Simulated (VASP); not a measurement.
A run of VASP 6.6.1 is set up as follows.

INCAR

```
  ALGO = Fast
  EDIFF = 1E-7
  EDIFFG = -0.001
  ENCUT = 600
  GGA = PE
  IBRION = 2
  ISIF = 3
  ISMEAR = 0
  LASPH = True
  LCHARG = False
  LREAL = False
  LWAVE = False
  NELM = 60
  NSW = 80
  PREC = Accurate
  SIGMA = 0.1
```

The input KPOINTS:

```
k-points
0
Gamma
  8 8 4
```

POSCAR

```
Zn2S
1.0
    3.6654766366      0.0000000000      0.0000000000
    0.0000000000      3.6654766366      0.0000000000
    0.0000000000      0.0000000000     12.7909886258
Zn S
6 3
Direct
    0.5000000000      0.0000000000      0.8879060877
    0.0000000000      0.5000000000      0.1120939123
    0.5000000000      0.0000000000      0.5450231273
    0.0000000000      0.5000000000      0.4549768727
    0.5000000000      0.0000000000      0.3432320044
    0.0000000000      0.5000000000      0.6567679956
    0.0000000000      0.0000000000      0.0000000000
    0.5000000000      0.5000000000      0.2249017215
    0.5000000000      0.5000000000      0.7750982785
```

Potentials or basis: VASP PAW PBE potentials, release 64 (Zn, S).

Run with:

```console
$ cat potpaw_PBE.64/Zn/POTCAR potpaw_PBE.64/S/POTCAR > POTCAR
$ mpirun -np 1 vasp_std > vasp.out
```

(1) What does it give for the band gap on the k mesh?

(2) What does it give for the relaxed cell?

## Answers

(1) zero (bands 45 and 46 overlap by 2.47 eV).

(2) a = 3.668 Å, b = 3.668 Å, c = 12.800 Å, α = 90.00°, β = 90.00°, γ = 90.00°.
